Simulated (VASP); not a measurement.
# TiAl2 (Cmmm) in VASP: a series of runs, part 3 of 3

VASP 6.6.1. Earlier steps stand in the parts before.

### Step 6. Single point, LDA (15.12 Å³/atom)

This run uses another cell than the first one, of 15.12 Å³/atom.

File INCAR:

```
PREC = Accurate
ENCUT = 520
EDIFF = 1E-6
ISMEAR = 0
SIGMA = 0.15
LREAL = False
LASPH = True
NELM = 80
ALGO = Fast
ISIF = 2
LWAVE = False
LCHARG = True
GGA = CA
LELF = True
LVHAR = True
NBANDS = 27
```

File KPOINTS:

```
regular mesh
0
Gamma
  12 12 12
```

File POSCAR:

```
TiAl2
1.0
    1.9664400739     -6.0804439643      0.0000000000
    1.9664400739      6.0804439643      0.0000000000
    0.0000000000      0.0000000000      3.7936098923
Ti Al
2 4
Direct
    0.6560576955      0.3439423045      0.0000000000
    0.3439423045      0.6560576955      0.0000000000
    0.0000000000      0.0000000000      0.0000000000
    0.8269820961      0.1730179039      0.5000000000
    0.1730179039      0.8269820961      0.5000000000
    0.5000000000      0.5000000000      0.5000000000
```

Potentials or basis: VASP PAW LDA potentials, release 64 (Ti_sv, Al).

The run is started by

```
$ cat potpaw_LDA.64/Ti_sv/POTCAR potpaw_LDA.64/Al/POTCAR > POTCAR
$ mpirun -np 1 vasp_std > vasp.out
```

OUTCAR:

```text
PREC = Accurate
   ENCUT = 520
   EDIFF = 1E-6
   ISMEAR = 0
   LREAL = False
   LASPH = True
   NELM = 80
   ISIF = 2
   GGA = CA

 ion  position               nearest neighbor table
   1  0.656  0.344  0.000-   6 2.68   6 2.68   3 2.73   3 2.73   5 2.74   5 2.74   5 2.74   5 2.74
                             4 2.81   4 2.81
   2  0.344  0.656  0.000-   6 2.68   6 2.68   3 2.73   3 2.73   4 2.74   4 2.74   4 2.74   4 2.74
                             5 2.81   5 2.81
   3  0.000  0.000  0.000-   6 2.73   6 2.73   6 2.73   6 2.73   1 2.73   2 2.73   1 2.73   2 2.73
                             4 2.83   4 2.83   5 2.83   5 2.83
   4  0.827  0.173  0.500-   5 2.72   5 2.72   2 2.74   2 2.74   2 2.74   2 2.74   1 2.81   1 2.81
                             3 2.83   3 2.83   6 2.88   6 2.88
   5  0.173  0.827  0.500-   4 2.72   4 2.72   1 2.74   1 2.74   1 2.74   1 2.74   2 2.81   2 2.81
                             3 2.83   3 2.83   6 2.88   6 2.88
   6  0.500  0.500  0.500-   1 2.68   2 2.68   1 2.68   2 2.68   3 2.73   3 2.73   3 2.73   3 2.73
                             5 2.88   4 2.88   5 2.88   4 2.88

  LATTYP: Found a base centered orthorhombic cell.
 ALAT       =     3.9328801478
 B/A-ratio  =     3.0921074306
 C/A-ratio  =     0.9645882279

  Lattice vectors:

 A1 = (   1.9664400739,  -6.0804439643,   0.0000000000)
 A2 = (   1.9664400739,   6.0804439643,   0.0000000000)
 A3 = (   0.0000000000,   0.0000000000,   3.7936098923)

Analysis of symmetry for initial positions (statically):
=====================================================================
 Subroutine PRICEL returns:
 Original cell was already a primitive cell.

 Routine SETGRP: Setting up the symmetry group for a
 base centered orthorhombic supercell.

 Subroutine GETGRP returns: Found  8 space group operations
 (whereof  8 operations were pure point group operations)
 out of a pool of  8 trial point group operations.

The static configuration has the point symmetry D_2h.

Analysis of symmetry for dynamics (positions and initial velocities):
=====================================================================
 Subroutine PRICEL returns:
 Original cell was already a primitive cell.

 Routine SETGRP: Setting up the symmetry group for a
 base centered orthorhombic supercell.

 Subroutine GETGRP returns: Found  8 space group operations
 (whereof  8 operations were pure point group operations)
 out of a pool of  8 trial point group operations.

The dynamic configuration has the point symmetry D_2h.

 Subroutine INISYM returns: Found  8 space group operations
 (whereof  8 operations are pure point group operations),
 and found     1 'primitive' translations

----------------------------------------------------------------------------------------

                                     Primitive cell

  volume of cell :      90.7191

  direct lattice vectors                    reciprocal lattice vectors
     1.966440074 -6.080443964  0.000000000     0.254266584 -0.082230838  0.000000000
     1.966440074  6.080443964  0.000000000     0.254266584  0.082230838  0.000000000
     0.000000000  0.000000000  3.793609892     0.000000000  0.000000000  0.263601168

  length of vectors
     6.390515266  6.390515266  3.793609892     0.267232869  0.267232869  0.263601168

[... 48 lines left out ...]
  0.250000  0.000000  0.000000      4.000000
  0.333333  0.000000  0.000000      4.000000
  0.416667 -0.000000  0.000000      4.000000
[... 16 lines left out ...]
  0.500000  0.166667  0.000000      4.000000
 -0.416667  0.166667  0.000000      4.000000
 [... further k-points ...]
   k-points           NKPTS =    301   k-points in BZ     NKDIM =    301   number of bands    NBANDS=     27
   number of dos      NEDOS =    301   number of ions     NIONS =      6
   total plane-waves  NPLWV =  64512
   dimension x,y,z NGX =    48 NGY =   48 NGZ =   28
   dimension x,y,z NGXF=    96 NGYF=   96 NGZF=   56
   ions per type =               2   4
   NGX,Y,Z   is equivalent  to a cutoff of  12.49, 12.49, 12.27 a.u.
   NGXF,Y,Z  is equivalent  to a cutoff of  24.97, 24.97, 24.54 a.u.
 SYSTEM =  unknown system
   PREC   = accura    normal or accurate (medium, high low for compatibility)
   ISTART =      0    job   : 0-new  1-cont  2-samecut
   ICHARG =      2    charge: 1-file 2-atom 10-const
   ISPIN  =      1    spin polarized calculation?
   LNONCOLLINEAR =      F non collinear calculations
   LSORBIT =      F    spin-orbit coupling
   LASPH  =      T    aspherical Exc in radial PAW
   ENCUT  =  520.0 eV  38.22 Ry    6.18 a.u.  11.88 11.88  7.05*2*pi/ulx,y,z
   NELM   =     80;   NELMIN=  2; NELMDL= -5     # of ELM steps
   EDIFF  = 0.1E-05   stopping-criterion for ELM
   LREAL  =      F    real-space projection
   EDIFFG = 0.1E-04   stopping-criterion for IOM
   NSW    =      0    number of steps for IOM
   IBRION =     -1    ionic relax: 0-MD 1-quasi-New 2-CG
   NFREE  =      0    steps in history (QN), initial steepest desc. (CG)
   ISIF   =      2    stress and relaxation
   ISYM   =      2    0-nonsym 1-usesym 2-fastsym
   POTIM  = 0.5000    time-step for ionic-motion
   TEBEG  =    0.0;   TEEND  =   0.0 temperature during run
   PSTRESS=    0.0 pullay stress
   NELECT =      36.0000    total number of electrons
   NUPDOWN=      -1.0000    fix difference up-down
   EMIN   =  10.00;   EMAX   =-10.00  energy-range for DOS
   EFERMI =   0.00;   METHOD = LEGACY
   ISMEAR =     0;   SIGMA  =   0.15  broadening in eV -4-tet -1-fermi 0-gaus
   EFERMI_NEDOS =   21; number of points for ismear=-14 and -15
   IALGO  =     68    algorithm
   IMIX   =      4    mixing-type and parameters
     AMIX     =   0.40;   BMIX     =  1.00
     AMIX_MAG =   1.60;   BMIX_MAG =  1.00
  volume/ion in A,a.u.               =      15.12       102.03
  Fermi-wavevector in a.u.,A,eV,Ry     =   1.203029  2.273395 19.691424  1.447279
  Thomas-Fermi vector in A             =   2.338794
   LORBIT       =      0    0 simple, 1 ext, 2 COOP (PROOUT), +10 PAW based schemes
   GGA     = CA    functional components
   LHFCALC =     F    Hartree Fock is set to
   AEXX    =    0.0000 exact exchange contribution
   IVDW    =     0    specifies the selected vdW correction
   LEPSILON=     F    determine dielectric tensor
   LRPA    =     F    only Hartree local field effects (RPA)
 non-spin polarized calculation
 RMM-DIIS sequential band-by-band and
 Gauss-broadening in eV      SIGMA  =   0.15
  energy-cutoff  :      520.00
  volume of cell :       90.72
 maximum number of plane-waves:      2464
   NGX = 23   NGY = 23   NGZ = 15

 number of electron      36.0000006 magnetization

 Free energy of the ion-electron system (eV)
  ---------------------------------------------------
  ext. energy  EPLUGINS =         0.00000000
  ---------------------------------------------------
  free energy    TOTEN  =       -36.50671964 eV

  energy without entropy =      -36.47452726  energy(sigma->0) =      -36.49062345

 E-fermi :   8.8210     XC(G=0): -11.2699

 val. band max:        8.8204085845   @ k =  -0.4167   0.1667   0.0000
 cond. band min:       8.8246401145   @ k =  -0.1667   0.0833   0.4167
 fundamental gap:      0.0042315299
 Fermi energy:         8.8209926088

 k-point     1 :       0.0000    0.0000    0.0000
  band No.  band energies     occupation
      1     -47.0764      2.00000
      2     -47.0470      2.00000
      3     -23.8027      2.00000
      4     -23.8026      2.00000
      5     -23.7885      2.00000
      6     -23.7703      2.00000
[... 709 lines left out ...]
     26      12.5603      0.00000
     27      12.9020      0.00000

 [... further k-points ...]

------------------------ aborting loop because EDIFF is reached ----------------------------------------

  FORCE on cell =-STRESS in cart. coord.  units (eV):
  Direction    XX          YY          ZZ          XY          YZ          ZX
  --------------------------------------------------------------------------------------
  -------------------------------------------------------------------------------------
  Total       -1.0468530     -1.3324132      2.6803340      0.0000000      0.0000000      0.0000000
  in kB      -18.4883275    -23.5315667     47.3370112      0.0000000      0.0000000      0.0000000
  external PRESSURE =       1.7723724 kB  Pullay stress =       0.0000000 kB

 VOLUME and BASIS-vectors are now :
 -----------------------------------------------------------------------------
  energy-cutoff  :      520.00
  volume of cell :       90.72
      direct lattice vectors                 reciprocal lattice vectors
     1.966440074 -6.080443964  0.000000000     0.254266584 -0.082230838  0.000000000
     1.966440074  6.080443964  0.000000000     0.254266584  0.082230838  0.000000000
     0.000000000  0.000000000  3.793609892     0.000000000  0.000000000  0.263601168

 POSITION                                       TOTAL-FORCE (eV/Angst)
 -----------------------------------------------------------------------------------
      1.96644     -1.89780      0.00000         0.000000      0.116865      0.000000
      1.96644      1.89780      0.00000         0.000000     -0.116865      0.000000
      0.00000      0.00000      0.00000         0.000000     -0.000000      0.000000
      1.96644     -3.97639      1.89680         0.000000      0.041799      0.000000
      1.96644      3.97639      1.89680         0.000000     -0.041799      0.000000
      1.96644      0.00000      1.89680        -0.000000     -0.000000      0.000000
 -----------------------------------------------------------------------------------
    total drift:                                0.000000      0.000000      0.000000

  FREE ENERGIE OF THE ION-ELECTRON SYSTEM (eV)
  ---------------------------------------------------
  free  energy   TOTEN  =       -36.5067196401 eV

  energy  without entropy=      -36.4745272589  energy(sigma->0) =      -36.49062345
```

stdout:

```text
POSCAR found type information on POSCAR TiAl
 POSCAR found :  2 types and       6 ions
 scaLAPACK will be used
 LDA part: xc-table for (Slater(with rela. corr.)+CA(PZ))
 , standard interpolation
 POSCAR, INCAR and KPOINTS ok, starting setup
 FFT: planning ... GRIDC
 FFT: planning ... GRID_SOFT
 FFT: planning ... GRID
 WAVECAR not read
 entering main loop
WARNING in EDDRMM: call to ZHEGV failed, returncode =   8  4     18
WARNING in EDDRMM: call to ZHEGV failed, returncode =   6  3     20
WARNING in EDDRMM: call to ZHEGV failed, returncode =   8  4     23
WARNING in EDDRMM: call to ZHEGV failed, returncode =   6  3     19
WARNING in EDDRMM: call to ZHEGV failed, returncode =   6  3      8
WARNING in EDDRMM: call to ZHEGV failed, returncode =   6  3     22
WARNING in EDDRMM: call to ZHEGV failed, returncode =   6  3     15
WARNING in EDDRMM: call to ZHEGV failed, returncode =   8  4     20
WARNING in EDDRMM: call to ZHEGV failed, returncode =   8  4     13
WARNING in EDDRMM: call to ZHEGV failed, returncode =   6  3     10
WARNING in EDDRMM: call to ZHEGV failed, returncode =   6  3     23
WARNING in EDDRMM: call to ZHEGV failed, returncode =   6  3     21
WARNING in EDDRMM: call to ZHEGV failed, returncode =   8  4      9
```

Run time: 57 min. Hardware: 1 thread of Intel Xeon Platinum 8375C at 2.90GHz (Ice Lake), shared host; peak memory 0.66 GiB.

What came out:

```
Free energy            : -36.5067 eV
Pressure               : 0.2 GPa
Largest force          : 0.117 eV/Å
Band gap on the k mesh : zero (bands 18 and 19 overlap by 1.70 eV)
```

Forces in eV/Å, atoms in the order of the input:
```
Ti   0.000  0.117  0.000
Ti   0.000 -0.117  0.000
Al   0.000  0.000  0.000
Al   0.000  0.042  0.000
Al   0.000 -0.042  0.000
Al   0.000  0.000  0.000
```

Stress tensor (GPa, compression positive):
```
-1.85  0.00  0.00
 0.00 -2.35  0.00
 0.00  0.00  4.73
```

### Step 7. Overview

```tsv
cell	further INCAR settings	gap on the mesh (eV)	pressure (GPa)	largest force (eV/Å)
a = 6.248, b = 6.248, c = 4.127 Å, angles 90.0, 90.0, 144.2°, 6 atoms	ALGO = Fast; EDIFF = 1e-06; NBANDS = 27	none	-3.9	0.17
a = 6.475, b = 6.475, c = 3.844 Å, angles 90.0, 90.0, 144.2°, 6 atoms	ALGO = Fast; EDIFF = 1e-07; NBANDS = 27	none	-4.2	0.15
a = 6.347, b = 6.347, c = 4.307 Å, angles 90.0, 90.0, 144.2°, 6 atoms	ALGO = Fast; EDIFF = 1e-07; NBANDS = 27	none	-10.3	0.18
a = 6.696, b = 6.696, c = 3.870 Å, angles 90.0, 90.0, 144.2°, 6 atoms	ALGO = Fast; EDIFF = 1e-07; NBANDS = 27	none	-10.7	0.23
a = 6.391, b = 6.391, c = 3.794 Å, angles 90.0, 90.0, 144.2°, 6 atoms	ALGO = Fast; EDIFF = 1e-06; NBANDS = 27	none	0.2	0.12
```

Alike in all rows: task single point; level LDA; potentials or basis VASP PAW LDA potentials, release 64 (Ti_sv, Al); no spin polarisation; k mesh 12 × 12 × 12; cutoff (eV) 520; smearing gaussian 0.15 eV.

Caveats: the cell stands under tension (at least some runs).

Total energies depend on the potentials used, so only differences within one code and one set of settings carry meaning.
